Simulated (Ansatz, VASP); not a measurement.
LiH: VASP beside Ansatz

```xyz
2
Lattice="0.0000 2.1228 1.9651 2.1228 0.0000 1.9651 2.1228 2.1228 0.0000" Properties=species:S:1:pos:R:3 pbc="T T T"
Li    0.0000    0.0000    0.0000
H     2.1228    2.1228    1.9651
```

Change from the starting cell: epitaxial_xy strain +6.0%.

Alike in both runs: task single point; functional HSE06; k mesh 8 × 8 × 8; no spin polarisation.

|  | VASP | Ansatz |
| --- | --- | --- |
| version | VASP 6.6.1 | Ansatz 0.2.0 |
| potentials or method | VASP PAW PBE potentials, release 64 (Li_sv, H) | plane waves, PAW |
| plane-wave cutoff (eV) | 520 | 420 |
| occupations | gaussian, width 0.01 eV | fixed |
| valence electrons in the cell | 4 | 4 |

```tsv
	VASP	Ansatz	Ansatz less VASP
gap on the k mesh at the Fermi level (eV)	3.30	3.31	+0.003
```

Ansatz's warnings: stress exchange threshold loose, stress scf threshold loose.

Noted on VASP's run: the cutoff is short for stress, so the pressure is rough.
